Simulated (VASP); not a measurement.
# FeRu (P-6m2) in VASP: single point with LDA

Aim: the single point of FeRu with LDA.

Program: VASP 6.6.1. These are calculated values, not measurements. Logs are shortened: lines on timing, memory, paths and dates and some standing lists are left out, and cuts for length are marked.

## 1. The cell of the first run

It takes space group P-6m2 (No. 187, hexagonal). The conventional cell has a = 2.808 Å, b = 2.808 Å, c = 4.325 Å, α = 90.00°, β = 90.00°, γ = 120.00°. Fe (site symmetry -6m2) has 6 Ru at 2.70 Å and 6 Fe at 2.81 Å within 3.6 Å. Ru (site symmetry -6m2) has 6 Fe at 2.70 Å and 6 Ru at 2.81 Å within 3.6 Å.

## 2. Single point, LDA, collinear spin, ferromagnetic start (14.77 Å³/atom)

The input, INCAR:

```
SYSTEM = FeRu
ALGO = Normal ; EDIFF = 1E-6
ENCUT = 690 ; GGA_COMPAT = .False.
ISIF = 2 ; ISMEAR = -1
ISPIN = 2 ; LASPH = .True.
LCHARG = .True. ; LELF = .True.
LMAXMIX = 4 ; LORBIT = 11
LREAL = .False. ; LVHAR = .True.
LWAVE = .False. ; MAGMOM = 3 1.5
NBANDS = 27 ; NELM = 200
PREC = Accurate ; SIGMA = 0.05
```

The input, KPOINTS:

```
k-points
0
Gamma
  12 12 7
  0 0 0
```

The input, POSCAR:

```
FeRu
1.0
    2.8083955761      0.0000000000      0.0000000000
   -1.4041977881      2.4321419128      0.0000000000
    0.0000000000      0.0000000000      4.3252616001
Fe Ru
1 1
Direct
    0.0000000000      0.0000000000      0.5000000000
    0.6666666667      0.3333333333      0.0000000000
```

Potentials or basis: VASP PAW LDA potentials, release 64 (Fe_sv, Ru_sv).

The run is started by

```
> cat potpaw_LDA.64/Fe_sv/POTCAR potpaw_LDA.64/Ru_sv/POTCAR > POTCAR
> mpirun -np 1 vasp_std > vasp.out
```

OUTCAR:

```text
SYSTEM = FeRu
   EDIFF = 1E-6
   ENCUT = 690
   ISIF = 2
   ISMEAR = -1
   ISPIN = 2
   LASPH = .True.
   LORBIT = 11
   LREAL = .False.
   NELM = 200
   PREC = Accurate

 ion  position               nearest neighbor table
   1  0.000  0.000  0.500-
   2  0.667  0.333  0.000-

  LATTYP: Found a hexagonal cell.
 ALAT       =     2.8083955761
 C/A-ratio  =     1.5401183640

  Lattice vectors:

 A1 = (   2.8083955761,   0.0000000000,   0.0000000000)
 A2 = (  -1.4041977881,   2.4321419128,   0.0000000000)
 A3 = (   0.0000000000,   0.0000000000,   4.3252616001)

Analysis of symmetry for initial positions (statically):
=====================================================================
 Subroutine PRICEL returns:
 Original cell was already a primitive cell.

 Routine SETGRP: Setting up the symmetry group for a
 hexagonal supercell.

 Subroutine GETGRP returns: Found 12 space group operations
 (whereof 12 operations were pure point group operations)
 out of a pool of 24 trial point group operations.

The static configuration has the point symmetry D_3h.

Analysis of symmetry for dynamics (positions and initial velocities):
=====================================================================
 Subroutine PRICEL returns:
 Original cell was already a primitive cell.

 Routine SETGRP: Setting up the symmetry group for a
 hexagonal supercell.

 Subroutine GETGRP returns: Found 12 space group operations
 (whereof 12 operations were pure point group operations)
 out of a pool of 24 trial point group operations.

The dynamic configuration has the point symmetry D_3h.

Analysis of structural, dynamic, and magnetic symmetry:
=====================================================================
 Subroutine PRICEL returns:
 Original cell was already a primitive cell.

 Routine SETGRP: Setting up the symmetry group for a
 hexagonal supercell.

 Subroutine GETGRP returns: Found 12 space group operations
 (whereof 12 operations were pure point group operations)
 out of a pool of 24 trial point group operations.

The overall configuration has the point symmetry D_3h.

 Subroutine INISYM returns: Found 12 space group operations
 (whereof 12 operations are pure point group operations),
 and found     1 'primitive' translations

----------------------------------------------------------------------------------------

                                     Primitive cell

  volume of cell :      29.5433

  direct lattice vectors                    reciprocal lattice vectors
     2.808395576  0.000000000  0.000000000     0.356075194  0.205580109  0.000000000
    -1.404197788  2.432141913  0.000000000     0.000000000  0.411160218  0.000000000
     0.000000000  0.000000000  4.325261600     0.000000000  0.000000000  0.231199889

  length of vectors
     2.808395576  2.808395576  4.325261600     0.411160218  0.411160218  0.231199889

  position of ions in fractional coordinates (direct lattice)
     0.000000000  0.000000000  0.500000000
     0.666666667  0.333333333  0.000000000

  ion indices of the primitive-cell ions
   primitive index   ion index
                 1           1
                 2           2

----------------------------------------------------------------------------------------

 KPOINTS: k-points

Automatic generation of k-mesh.
 Grid dimensions read from file:
 generate k-points for:   12   12    7

 Generating k-lattice:

  Cartesian coordinates                     Fractional coordinates (reciprocal lattice)
     0.029672933  0.017131676  0.000000000     0.083333333 -0.000000000  0.000000000
     0.000000000  0.034263352  0.000000000     0.000000000  0.083333333  0.000000000
     0.000000000  0.000000000  0.033028556     0.000000000  0.000000000  0.142857143

  Length of vectors
     0.034263352  0.034263352  0.033028556

  Shift w.r.t. Gamma in fractional coordinates (k-lattice)
     0.000000000  0.000000000  0.000000000

 Subroutine IBZKPT returns following result:
 ===========================================

 Found     76 irreducible k-points:

 Following reciprocal coordinates:
            Coordinates               Weight
  0.000000  0.000000  0.000000      1.000000
  0.083333  0.000000  0.000000      6.000000
  0.166667  0.000000  0.000000      6.000000
  0.250000  0.000000  0.000000      6.000000
  0.333333 -0.000000  0.000000      6.000000
  0.416667 -0.000000  0.000000      6.000000
[... 16 lines left out ...]
  0.250000  0.000000  0.142857     12.000000
  0.333333 -0.000000  0.142857     12.000000
 [... further k-points ...]
   k-points           NKPTS =     76   k-points in BZ     NKDIM =     76   number of bands    NBANDS=     27
   number of dos      NEDOS =    301   number of ions     NIONS =      2
   total plane-waves  NPLWV =  23040
   dimension x,y,z NGX =    24 NGY =   24 NGZ =   40
   dimension x,y,z NGXF=    48 NGYF=   48 NGZF=   80
   ions per type =               1   1
   NGX,Y,Z   is equivalent  to a cutoff of  14.21, 14.21, 15.37 a.u.
   NGXF,Y,Z  is equivalent  to a cutoff of  28.41, 28.41, 30.75 a.u.
 SYSTEM =  FeRu
   PREC   = accura    normal or accurate (medium, high low for compatibility)
   ISTART =      0    job   : 0-new  1-cont  2-samecut
   ICHARG =      2    charge: 1-file 2-atom 10-const
   ISPIN  =      2    spin polarized calculation?
   LNONCOLLINEAR =      F non collinear calculations
   LSORBIT =      F    spin-orbit coupling
   LASPH  =      T    aspherical Exc in radial PAW
   ENCUT  =  690.0 eV  50.71 Ry    7.12 a.u.   6.02  6.02  9.26*2*pi/ulx,y,z
   NELM   =    200;   NELMIN=  2; NELMDL= -5     # of ELM steps
   EDIFF  = 0.1E-05   stopping-criterion for ELM
   LREAL  =      F    real-space projection
   EDIFFG = 0.1E-04   stopping-criterion for IOM
   NSW    =      0    number of steps for IOM
   IBRION =     -1    ionic relax: 0-MD 1-quasi-New 2-CG
   NFREE  =      0    steps in history (QN), initial steepest desc. (CG)
   ISIF   =      2    stress and relaxation
   ISYM   =      2    0-nonsym 1-usesym 2-fastsym
   POTIM  = 0.5000    time-step for ionic-motion
   TEBEG  =    0.0;   TEEND  =   0.0 temperature during run
   PSTRESS=    0.0 pullay stress
   NELECT =      32.0000    total number of electrons
   NUPDOWN=      -1.0000    fix difference up-down
   EMIN   =  10.00;   EMAX   =-10.00  energy-range for DOS
   EFERMI =   0.00;   METHOD = LEGACY
   ISMEAR =    -1;   SIGMA  =   0.05  broadening in eV -4-tet -1-fermi 0-gaus
   EFERMI_NEDOS =   21; number of points for ismear=-14 and -15
   IALGO  =     38    algorithm
   IMIX   =      4    mixing-type and parameters
     AMIX     =   0.40;   BMIX     =  1.00
     AMIX_MAG =   1.60;   BMIX_MAG =  1.00
  volume/ion in A,a.u.               =      14.77        99.68
  Fermi-wavevector in a.u.,A,eV,Ry     =   1.681273  3.177146 38.459312  2.826680
  Thomas-Fermi vector in A             =   2.764859
   LORBIT       =     11    0 simple, 1 ext, 2 COOP (PROOUT), +10 PAW based schemes
   GGA     = CA    functional components
   LHFCALC =     F    Hartree Fock is set to
   AEXX    =    0.0000 exact exchange contribution
   IVDW    =     0    specifies the selected vdW correction
   LEPSILON=     F    determine dielectric tensor
   LRPA    =     F    only Hartree local field effects (RPA)
 spin polarized calculation
  energy-cutoff  :      690.00
  volume of cell :       29.54
 maximum number of plane-waves:      1236
   NGX = 13   NGY = 13   NGZ = 19

 number of electron      31.9999988 magnetization       1.8156313

 Free energy of the ion-electron system (eV)
  ---------------------------------------------------
  ext. energy  EPLUGINS =         0.00000000
  ---------------------------------------------------
  free energy    TOTEN  =       -18.83728274 eV

  energy without entropy =      -18.80924708  energy(sigma->0) =      -18.82326491

 E-fermi :  10.6083     XC(G=0): -13.2912

 val. band max:       10.6067743157   @ k =   0.0000   0.0000   0.0000
 cond. band min:      10.6268625096   @ k =   0.3333   0.1667   0.4286
 fundamental gap:      0.0200881940
 Fermi energy:        10.6082673280

 spin component 1

 k-point     1 :       0.0000    0.0000    0.0000
  band No.  band energies     occupation
      1     -76.3591      1.00000
      2     -61.5781      1.00000
      3     -42.9660      1.00000
      4     -42.8358      1.00000
      5     -42.8358      1.00000
      6     -31.7166      1.00000
[... 19 lines left out ...]
     26      30.8921      0.00000
     27      32.3161      0.00000
[... 661 lines left out ...]
 k-point    24 :       0.3333   -0.0000    0.1429
  band No.  band energies     occupation
      1     -76.3500      1.00000
      2     -61.5281      1.00000
      3     -42.9551      1.00000
      4     -42.9116      1.00000
      5     -42.8548      1.00000
      6     -31.8720      1.00000
[... 19 lines left out ...]
     26      29.8530      0.00000
     27      30.0217      0.00000

 [... further k-points ...]

 spin component 2

 k-point     1 :       0.0000    0.0000    0.0000
  band No.  band energies     occupation
      1     -74.1562      1.00000
      2     -61.7178      1.00000
      3     -40.8921      1.00000
      4     -40.6682      1.00000
      5     -40.6682      1.00000
      6     -31.9113      1.00000
[... 19 lines left out ...]
     26      31.0087      0.00000
     27      32.7724      0.00000
[... 661 lines left out ...]
 k-point    24 :       0.3333   -0.0000    0.1429
  band No.  band energies     occupation
      1     -74.1463      1.00000
      2     -61.6681      1.00000
      3     -40.8791      1.00000
      4     -40.7523      1.00000
      5     -40.6891      1.00000
      6     -31.9912      1.00000
[... 19 lines left out ...]
     26      30.0474      0.00000
     27      30.2116      0.00000

 [... further k-points ...]

------------------------ aborting loop because EDIFF is reached ----------------------------------------

  FORCE on cell =-STRESS in cart. coord.  units (eV):
  Direction    XX          YY          ZZ          XY          YZ          ZX
  --------------------------------------------------------------------------------------
  -------------------------------------------------------------------------------------
  Total       -7.5661772     -7.5661772     -7.1852229      0.0000000     -0.0000000      0.0000000
  in kB     -410.3245639   -410.3245639   -389.6648719      0.0000000     -0.0000000      0.0000000
  external PRESSURE =    -403.4379999 kB  Pullay stress =       0.0000000 kB

 VOLUME and BASIS-vectors are now :
 -----------------------------------------------------------------------------
  energy-cutoff  :      690.00
  volume of cell :       29.54
      direct lattice vectors                 reciprocal lattice vectors
     2.808395576  0.000000000  0.000000000     0.356075194  0.205580109  0.000000000
    -1.404197788  2.432141913  0.000000000     0.000000000  0.411160218  0.000000000
     0.000000000  0.000000000  4.325261600     0.000000000  0.000000000  0.231199889

 POSITION                                       TOTAL-FORCE (eV/Angst)
 -----------------------------------------------------------------------------------
      0.00000      0.00000      2.16263        -0.000000      0.000000      0.000000
      1.40420      0.81071      0.00000         0.000000      0.000000      0.000000
 -----------------------------------------------------------------------------------
    total drift:                               -0.000000      0.000000      0.000000

  FREE ENERGIE OF THE ION-ELECTRON SYSTEM (eV)
  ---------------------------------------------------
  free  energy   TOTEN  =       -18.8372827366 eV

  energy  without entropy=      -18.8092470824  energy(sigma->0) =      -18.82326491

 total charge

# of ion       s       p       d       tot
------------------------------------------
    1        2.160   6.006   5.497  13.663
    2        2.203   6.056   5.238  13.496
--------------------------------------------------
tot          4.362  12.062  10.735  27.159

 magnetization (x)

# of ion       s       p       d       tot
------------------------------------------
    1        0.002   0.004   1.978   1.983
    2       -0.006  -0.009  -0.195  -0.211
--------------------------------------------------
tot         -0.005  -0.006   1.783   1.772
```

It took 2.8 min on 1 thread of AMD EPYC 7R13 (Zen 3), shared host; peak memory 0.22 GiB.

What came out:

```
Free energy                                           : -18.8373 eV
Pressure                                              : -40.3 GPa
Net moment                                            : 1.82 μB per cell
Site moments                                          : Fe +1.98; Ru -0.21 μB
Valence electrons inside the program's atomic spheres : Fe 13.66; Ru 13.50
```

Caveat: the cell stands under tension.
